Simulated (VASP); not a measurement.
A run of VASP 6.6.1:

The input INCAR:

```
SYSTEM = Zn
ALGO = Normal
EDIFF = 1E-7
ENCUT = 520
GGA = PE
ISIF = 2
ISMEAR = -1
LASPH = .TRUE.
LCHARG = .FALSE.
LREAL = .FALSE.
LWAVE = .FALSE.
NBANDS = 19
NELM = 60
PREC = Accurate
SIGMA = 0.15
```

The input KPOINTS:

```
k-points
0
G
  18 18 8
  0 0 0
```

The input POSCAR:

```
Zn
1.0
    2.6407970161      0.0000000000      0.0000000000
   -1.3203985081      2.2869973022      0.0000000000
    0.0000000000      0.0000000000      5.0660595803
Zn
2
Direct
    0.3333333333      0.6666666667      0.2500000000
    0.6666666667      0.3333333333      0.7500000000
```

Potentials or basis: VASP PAW PBE potentials, release 64 (Zn).

Command:

```console
$ cat potpaw_PBE.64/Zn/POTCAR > POTCAR
$ mpirun -np 1 vasp_std > vasp.out
```

Hardware: 1 thread of Intel(R) Xeon(R) Platinum 8259CL CPU @ 2.50GHz (Skylake/Cascade Lake), with other jobs on the host.

Question: How long does it take, and how much memory?

Answer: It took 98 s on 1 thread of Intel(R) Xeon(R) Platinum 8259CL CPU @ 2.50GHz (Skylake/Cascade Lake), with other jobs on the host, peak memory 0.2 GiB. Counts: scf iterations 13, k points 185.
